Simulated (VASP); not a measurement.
# CdSe (F-43m) in VASP: single point with PBEsol

Aim: the single point of CdSe with PBEsol.

Everything below comes from runs of VASP 6.6.1. Logs are shortened: lines on timing, memory, paths and dates and some standing lists are left out, and cuts for length are marked.

### 1 The cell of the first run

It takes space group F-43m (No. 216, cubic). Conventional cell: a = 6.141 Å, b = 6.141 Å, c = 6.141 Å, α = 90.00°, β = 90.00°, γ = 90.00°. Within 3.5 Å of Cd (site symmetry -43m) lie 4 Se at 2.66 Å. Within 3.5 Å of Se (site symmetry -43m) lie 4 Cd at 2.66 Å.

### 2 Single point, PBEsol

File INCAR:

```
PREC = Accurate
ENCUT = 500
EDIFF = 1E-6
ISMEAR = 0
SIGMA = 0.05
LREAL = False
LASPH = True
NELM = 120
ALGO = Normal
ISIF = 2
LWAVE = False
LCHARG = False
GGA = PS
NBANDS = 16
GGA_COMPAT = False
```

File KPOINTS:

```
Automatic mesh
0
Gamma
  8 8 8
```

File POSCAR:

```
CdSe
1.0
    0.0000000000      3.0702711986      3.0702711986
    3.0702711986      0.0000000000      3.0702711986
    3.0702711986      3.0702711986      0.0000000000
Cd Se
1 1
Direct
    0.0000000000      0.0000000000      0.0000000000
    0.7500000000      0.7500000000      0.7500000000
```

Potentials or basis: VASP PAW PBE potentials, release 64 (Cd, Se).

Launch:

```
$ cat potpaw_PBE.64/Cd/POTCAR potpaw_PBE.64/Se/POTCAR > POTCAR
$ mpirun -np 1 vasp_std > vasp.out
```

OUTCAR:

```text
PREC = Accurate
   ENCUT = 500
   EDIFF = 1E-6
   ISMEAR = 0
   LREAL = False
   LASPH = True
   NELM = 120
   ISIF = 2
   GGA = PS

 ion  position               nearest neighbor table
   1  0.000  0.000  0.000-   2 2.66   2 2.66   2 2.66   2 2.66
   2  0.750  0.750  0.750-   1 2.66   1 2.66   1 2.66   1 2.66

  LATTYP: Found a face centered cubic cell.
 ALAT       =     6.1405423972

  Lattice vectors:

 A1 = (   0.0000000000,   3.0702711986,   3.0702711986)
 A2 = (   3.0702711986,   0.0000000000,   3.0702711986)
 A3 = (   3.0702711986,   3.0702711986,   0.0000000000)

Analysis of symmetry for initial positions (statically):
=====================================================================
 Subroutine PRICEL returns:
 Original cell was already a primitive cell.

 Routine SETGRP: Setting up the symmetry group for a
 face centered cubic supercell.

 Subroutine GETGRP returns: Found 24 space group operations
 (whereof 24 operations were pure point group operations)
 out of a pool of 48 trial point group operations.

The static configuration has the point symmetry T_d .

Analysis of symmetry for dynamics (positions and initial velocities):
=====================================================================
 Subroutine PRICEL returns:
 Original cell was already a primitive cell.

 Routine SETGRP: Setting up the symmetry group for a
 face centered cubic supercell.

 Subroutine GETGRP returns: Found 24 space group operations
 (whereof 24 operations were pure point group operations)
 out of a pool of 48 trial point group operations.

The dynamic configuration has the point symmetry T_d .

 Subroutine INISYM returns: Found 24 space group operations
 (whereof 24 operations are pure point group operations),
 and found     1 'primitive' translations

----------------------------------------------------------------------------------------

                                     Primitive cell

  volume of cell :      57.8842

  direct lattice vectors                    reciprocal lattice vectors
     0.000000000  3.070271199  3.070271199    -0.162852063  0.162852063  0.162852063
     3.070271199  0.000000000  3.070271199     0.162852063 -0.162852063  0.162852063
     3.070271199  3.070271199  0.000000000     0.162852063  0.162852063 -0.162852063

  length of vectors
     4.342019169  4.342019169  4.342019169     0.282068048  0.282068048  0.282068048

  position of ions in fractional coordinates (direct lattice)
     0.000000000  0.000000000  0.000000000
     0.750000000  0.750000000  0.750000000

  ion indices of the primitive-cell ions
   primitive index   ion index
                 1           1
                 2           2

----------------------------------------------------------------------------------------

 KPOINTS: Automatic mesh

Automatic generation of k-mesh.
 Grid dimensions read from file:
 generate k-points for:    8    8    8

 Generating k-lattice:

  Cartesian coordinates                     Fractional coordinates (reciprocal lattice)
    -0.020356508  0.020356508  0.020356508     0.125000000  0.000000000  0.000000000
     0.020356508 -0.020356508  0.020356508     0.000000000  0.125000000  0.000000000
     0.020356508  0.020356508 -0.020356508     0.000000000  0.000000000  0.125000000

  Length of vectors
     0.035258506  0.035258506  0.035258506

  Shift w.r.t. Gamma in fractional coordinates (k-lattice)
     0.000000000  0.000000000  0.000000000

 Subroutine IBZKPT returns following result:
 ===========================================

 Found     29 irreducible k-points:

 Following reciprocal coordinates:
            Coordinates               Weight
  0.000000  0.000000  0.000000      1.000000
  0.125000  0.000000  0.000000      8.000000
  0.250000  0.000000  0.000000      8.000000
  0.375000  0.000000  0.000000      8.000000
  0.500000  0.000000  0.000000      4.000000
  0.125000  0.125000  0.000000      6.000000
[... 16 lines left out ...]
  0.500000  0.250000  0.125000     48.000000
 -0.375000  0.250000  0.125000     24.000000
 [... further k-points ...]
   k-points           NKPTS =     29   k-points in BZ     NKDIM =     29   number of bands    NBANDS=     16
   number of dos      NEDOS =    301   number of ions     NIONS =      2
   total plane-waves  NPLWV =  32768
   dimension x,y,z NGX =    32 NGY =   32 NGZ =   32
   dimension x,y,z NGXF=    64 NGYF=   64 NGZF=   64
   ions per type =               1   1
   NGX,Y,Z   is equivalent  to a cutoff of  12.25, 12.25, 12.25 a.u.
   NGXF,Y,Z  is equivalent  to a cutoff of  24.50, 24.50, 24.50 a.u.
 SYSTEM =  unknown system
   PREC   = accura    normal or accurate (medium, high low for compatibility)
   ISTART =      0    job   : 0-new  1-cont  2-samecut
   ICHARG =      2    charge: 1-file 2-atom 10-const
   ISPIN  =      1    spin polarized calculation?
   LNONCOLLINEAR =      F non collinear calculations
   LSORBIT =      F    spin-orbit coupling
   LASPH  =      T    aspherical Exc in radial PAW
   ENCUT  =  500.0 eV  36.75 Ry    6.06 a.u.   7.92  7.92  7.92*2*pi/ulx,y,z
   NELM   =    120;   NELMIN=  2; NELMDL= -5     # of ELM steps
   EDIFF  = 0.1E-05   stopping-criterion for ELM
   LREAL  =      F    real-space projection
   EDIFFG = 0.1E-04   stopping-criterion for IOM
   NSW    =      0    number of steps for IOM
   IBRION =     -1    ionic relax: 0-MD 1-quasi-New 2-CG
   NFREE  =      0    steps in history (QN), initial steepest desc. (CG)
   ISIF   =      2    stress and relaxation
   ISYM   =      2    0-nonsym 1-usesym 2-fastsym
   POTIM  = 0.5000    time-step for ionic-motion
   TEBEG  =    0.0;   TEEND  =   0.0 temperature during run
   PSTRESS=    0.0 pullay stress
   NELECT =      18.0000    total number of electrons
   NUPDOWN=      -1.0000    fix difference up-down
   EMIN   =  10.00;   EMAX   =-10.00  energy-range for DOS
   EFERMI =   0.00;   METHOD = LEGACY
   ISMEAR =     0;   SIGMA  =   0.05  broadening in eV -4-tet -1-fermi 0-gaus
   EFERMI_NEDOS =   21; number of points for ismear=-14 and -15
   IALGO  =     38    algorithm
   IMIX   =      4    mixing-type and parameters
     AMIX     =   0.40;   BMIX     =  1.00
     AMIX_MAG =   1.60;   BMIX_MAG =  1.00
  volume/ion in A,a.u.               =      28.94       195.31
  Fermi-wavevector in a.u.,A,eV,Ry     =   1.109121  2.095935 16.737199  1.230149
  Thomas-Fermi vector in A             =   2.245657
   LORBIT       =      0    0 simple, 1 ext, 2 COOP (PROOUT), +10 PAW based schemes
   GGA     = PS    functional components
   LHFCALC =     F    Hartree Fock is set to
   AEXX    =    0.0000 exact exchange contribution
   IVDW    =     0    specifies the selected vdW correction
   LEPSILON=     F    determine dielectric tensor
   LRPA    =     F    only Hartree local field effects (RPA)
 non-spin polarized calculation
 Gauss-broadening in eV      SIGMA  =   0.05
  energy-cutoff  :      500.00
  volume of cell :       57.88
 maximum number of plane-waves:      1480
   NGX = 15   NGY = 15   NGZ = 15

 number of electron      18.0000008 magnetization

 Free energy of the ion-electron system (eV)
  ---------------------------------------------------
  ext. energy  EPLUGINS =         0.00000000
  ---------------------------------------------------
  free energy    TOTEN  =        -6.17286993 eV

  energy without entropy =       -6.17286993  energy(sigma->0) =       -6.17286993

 E-fermi :   0.7926     XC(G=0):  -8.9695

 val. band max:        0.5892855353   @ k =   0.0000   0.0000   0.0000
 cond. band min:       1.0156332528   @ k =   0.0000   0.0000   0.0000
 fundamental gap:      0.4263477175
 Fermi energy:         0.7925975306

 k-point     1 :       0.0000    0.0000    0.0000
  band No.  band energies     occupation
      1     -11.8773      2.00000
      2      -7.2287      2.00000
      3      -7.2287      2.00000
      4      -7.2287      2.00000
      5      -6.8776      2.00000
      6      -6.8776      2.00000
[... 8 lines left out ...]
     15      11.5878      0.00000
     16      11.5878      0.00000

 k-point     2 :       0.1250    0.0000    0.0000
  band No.  band energies     occupation
      1     -11.8262      2.00000
      2      -7.2126      2.00000
      3      -7.2126      2.00000
      4      -7.1830      2.00000
      5      -6.8784      2.00000
      6      -6.8784      2.00000
[... 8 lines left out ...]
     15      10.8017      0.00000
     16      10.8074      0.00000

 k-point     3 :       0.2500    0.0000    0.0000
  band No.  band energies     occupation
      1     -11.7013      2.00000
      2      -7.1773      2.00000
      3      -7.1773      2.00000
      4      -7.0288      2.00000
      5      -6.8757      2.00000
      6      -6.8757      2.00000
[... 8 lines left out ...]
     15      10.5524      0.00000
     16      10.5524      0.00000

 k-point     4 :       0.3750    0.0000    0.0000
  band No.  band energies     occupation
      1     -11.5748      2.00000
      2      -7.1494      2.00000
      3      -7.1494      2.00000
      4      -6.8638      2.00000
      5      -6.8638      2.00000
      6      -6.7711      2.00000
[... 8 lines left out ...]
     15      11.4103      0.00000
     16      11.4103      0.00000
[... 324 lines left out ...]
 k-point    22 :       0.3750    0.2500    0.1250
  band No.  band energies     occupation
      1     -11.6089      2.00000
      2      -7.1385      2.00000
      3      -7.1203      2.00000
      4      -6.9795      2.00000
      5      -6.8696      2.00000
      6      -6.8345      2.00000
[... 8 lines left out ...]
     15      11.9684      0.00000
     16      13.0402      0.00000

 k-point    23 :       0.5000    0.2500    0.1250
  band No.  band energies     occupation
      1     -11.5084      2.00000
      2      -7.1117      2.00000
      3      -7.0951      2.00000
      4      -6.9200      2.00000
      5      -6.8571      2.00000
      6      -6.6563      2.00000
[... 8 lines left out ...]
     15      12.2595      0.00000
     16      12.9864      0.00000

 k-point    24 :      -0.3750    0.2500    0.1250
  band No.  band energies     occupation
      1     -11.4669      2.00000
      2      -7.1068      2.00000
      3      -7.0836      2.00000
      4      -6.8961      2.00000
      5      -6.8624      2.00000
      6      -6.5245      2.00000
[... 8 lines left out ...]
     15      12.0669      0.00000
     16      13.0184      0.00000

 [... further k-points ...]
[... 5 lines left out ...]
  --------------------------------------------------------------------------------------
  -------------------------------------------------------------------------------------
  Total       -0.4035556     -0.4035556     -0.4035556     -0.0000000     -0.0000000      0.0000000
  in kB      -11.1700135    -11.1700135    -11.1700135     -0.0000000     -0.0000000      0.0000000
  external PRESSURE =     -11.1700135 kB  Pullay stress =       0.0000000 kB

 VOLUME and BASIS-vectors are now :
 -----------------------------------------------------------------------------
  energy-cutoff  :      500.00
  volume of cell :       57.88
      direct lattice vectors                 reciprocal lattice vectors
     0.000000000  3.070271199  3.070271199    -0.162852063  0.162852063  0.162852063
     3.070271199  0.000000000  3.070271199     0.162852063 -0.162852063  0.162852063
     3.070271199  3.070271199  0.000000000     0.162852063  0.162852063 -0.162852063

 POSITION                                       TOTAL-FORCE (eV/Angst)
 -----------------------------------------------------------------------------------
      0.00000      0.00000      0.00000         0.000000      0.000000      0.000000
      4.60541      4.60541      4.60541        -0.000000     -0.000000     -0.000000
 -----------------------------------------------------------------------------------
    total drift:                               -0.000000     -0.000000     -0.000000

  FREE ENERGIE OF THE ION-ELECTRON SYSTEM (eV)
  ---------------------------------------------------
  free  energy   TOTEN  =        -6.1728699265 eV

  energy  without entropy=       -6.1728699265  energy(sigma->0) =       -6.17286993
```

Wall time 48 s (1 thread of AMD EPYC, shared host); peak memory 0.15 GiB.

Results:

| Property | Result |
| --- | --- |
| Free energy | -6.1729 eV |
| Pressure | -1.1 GPa |
| Band gap on the k mesh | 0.43 eV |

Levels at points of the mesh, in eV from the valence-band top:
```
           k point  band 6  band 7  band 8  band 9  band 10  band 11  band 12  band 13
(0.00, 0.00, 0.00)   -7.47    0.00    0.00    0.00     0.43     5.85     5.85     5.85
(0.50, 0.00, 0.00)   -7.19   -4.28   -0.72   -0.72     2.25     6.36     6.36     7.20
(0.50, 0.50, 0.00)   -7.14   -4.00   -1.78   -1.78     3.05     3.65     8.85     9.96
```

Caveat: semilocal functionals underestimate gaps, and a narrow one can read as zero; the PAW data sets were made with another functional, which shifts forces and pressure a little.
